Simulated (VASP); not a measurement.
Li3Pt, 4 atoms in the cell. The structure is tetragonal, space group I4/mmm (No. 139). Conventional cell: a = 4.055 Å, b = 4.055 Å, c = 7.516 Å, α = 90.00°, β = 90.00°, γ = 90.00°. Within 3.6 Å of Li (site symmetry -4m2) lie 8 Li at 2.76 to 2.87 Å and 4 Pt at 2.76 Å. Within 3.6 Å of Li (site symmetry 4/mmm) lie 8 Li at 2.76 Å and 4 Pt at 2.87 Å. Within 3.6 Å of Pt (site symmetry 4/mmm) lie 12 Li at 2.76 to 2.87 Å. 

- Program: VASP 6.6.1
- Task: single point
- Functional: PBEsol
- Potentials or basis: VASP PAW PBE potentials, release 64 (Li_sv, Pt)
- Cutoff: 520 eV
- k mesh: 8 × 8 × 8
- Occupations: methfessel-paxton, width 0.15 eV
- Spin: no spin polarisation
- Dipole correction: no
- Further INCAR settings: ALGO = Normal; EDIFF = 1e-06; NBANDS = 18

Potentials or basis: VASP PAW PBE potentials, release 64 (Li_sv, Pt).

Command:

```bash
$ cat potpaw_PBE.64/Li_sv/POTCAR potpaw_PBE.64/Pt/POTCAR > POTCAR
$ mpirun -np 1 vasp_std > vasp.out
```

Hardware: 1 thread of Intel(R) Xeon(R) Platinum 8488C (Sapphire Rapids), with other jobs on the host.

**Question.** Estimate the wall time of this run.

**Answer.** Wall time 39 s on 1 thread of Intel(R) Xeon(R) Platinum 8488C (Sapphire Rapids), on a shared host, peak memory 0.23 GiB. Counts: scf iterations 12, k points 59.
